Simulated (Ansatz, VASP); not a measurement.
# One calculation of TiC, two programs

The input INCAR:

```
SYSTEM = TiC
PREC = Accurate
ENCUT = 520
EDIFF = 1E-6
ISMEAR = 0
SIGMA = 0.15
LREAL = .FALSE.
LASPH = .TRUE.
NELM = 80
ALGO = Normal
ISIF = 2
LWAVE = .FALSE.
LCHARG = .FALSE.
GGA = PE
NBANDS = 24
```

KPOINTS

```
regular mesh
0
G
  20 20 14
  0 0 0
```

File POSCAR:

```
TiC
1.0
    0.0000000000     -2.1664615256     -2.1664615256
    0.0000000000      2.1664615256     -2.1664615256
    4.3329230512      0.0000000000      0.0000000000
Ti C
2 2
Direct
    0.5173093312      0.4826906688      0.5000000000
    0.9826906688      1.0173093312      0.0000000000
    0.4971246049      0.5028753951      0.0000000000
    0.0028753951     -0.0028753951      0.5000000000
```

Input for Ansatz:

```yaml
crystal:
  lattice:
    - [0.0, -2.1664615256, -2.1664615256]
    - [0.0, 2.1664615256, -2.1664615256]
    - [4.3329230512, 0.0, 0.0]
  atoms:
    - { symbol: Ti, position: [0.5173093312, 0.4826906688, 0.5] }
    - { symbol: Ti, position: [0.9826906688, 1.0173093312, 0.0] }
    - { symbol: C, position: [0.4971246049, 0.5028753951, 0.0] }
    - { symbol: C, position: [0.0028753951, -0.0028753951, 0.5] }
basis:
  ecutwfc: 420
kpoints:
  mp_grid: { grid: [20, 20, 14] }
hamiltonian:
  xc: pbe
scf:
  occupations: { method: gaussian, width: 0.15 }
output:
  forces: true
  stress: true
  eigenvalues: true
```

Change from the starting cell: mode 4 (285.4 1/cm) frozen in, largest displacement +0.075 Å.

Alike in both runs: task single point; functional PBE; k mesh 20 × 20 × 14; occupations gaussian, width 0.15 eV; no spin polarisation.

|  | VASP | Ansatz |
| --- | --- | --- |
| version | VASP 6.6.1 | Ansatz 0.2.0 |
| potentials or method | VASP PAW PBE potentials, release 64 (Ti_sv, C), cutoff 520 eV | scalar-relativistic, plane waves, PAW |
| valence electrons in the cell | 32 | 32 |

VASP gave:

```
gap on the k mesh at the Fermi level (eV)                     : none
pressure (GPa)                                                : 1.0
traceless stress, the component that is largest in VASP (GPa) : -1.23
rms of the force components (eV/Å)                            : 0.447
```

Q: Estimate Ansatz's values.

A: gap on the k mesh at the Fermi level (eV): none; pressure (GPa): 0.8; traceless stress, the component that is largest in VASP (GPa): -1.23; rms of the force components (eV/Å): 0.447.

Atom by atom the forces differ by 0.002 eV/Å (rms over components). A gap of «none» marks a metal or a gap that the smearing closes. The functional is the same, so the differences come from potentials, cutoffs and numerics.
